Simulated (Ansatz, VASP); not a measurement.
## Two plane-wave programs on Mg5ZnS6

```
Mg Zn S
1.0
     6.95689    0.00000    0.00000
    -3.47844    6.02484    0.00000
     0.00000    0.00000    6.47498
Mg Zn S
5 1 6
Direct
  0.00000 0.66984 0.00253
  0.66984 0.00000 0.00253
  0.33016 0.33016 0.00253
  0.33333 0.66667 0.50317
  0.66667 0.33333 0.50317
  0.00000 0.00000 0.50436
  0.00000 0.67679 0.38444
  0.67679 0.00000 0.38444
  0.32321 0.32321 0.38444
  0.33333 0.66667 0.88414
  0.00000 0.00000 0.87007
  0.66667 0.33333 0.88414
```

Alike in both runs: functional PBE; k mesh 3 × 3 × 4; occupations gaussian, width 0.1 eV; no spin polarisation.

Ansatz relaxed the structure, and its values are those at the end. VASP's run is a single point on that final structure, the one shown.

|  | VASP | Ansatz |
| --- | --- | --- |
| version | VASP 6.6.1 | Ansatz 0.2.0 |
| potentials or method | VASP PAW PBE potentials, release 64 (Mg, Zn, S), cutoff 520 eV | scalar-relativistic, plane waves, PAW |
| valence electrons in the cell | 58 | 98 |

|  | VASP | Ansatz | Ansatz less VASP |
| --- | --- | --- | --- |
| gap on the k mesh at the Fermi level (eV) | 3.13 | 3.14 | +0.006 |
| least direct gap on the mesh (eV) | 3.13 | 3.14 | +0.006 |
| pressure (GPa) | -0.1 | 0.0 | +0.11 |
| rms of the force components (eV/Å) | 0.006 | 0.006 | 0.0000 |

The functional is the same, so the differences come from potentials, cutoffs and numerics. VASP's potentials hold 58 valence electrons a cell and Ansatz's 98, so a difference there can come from the potentials and not from the codes.
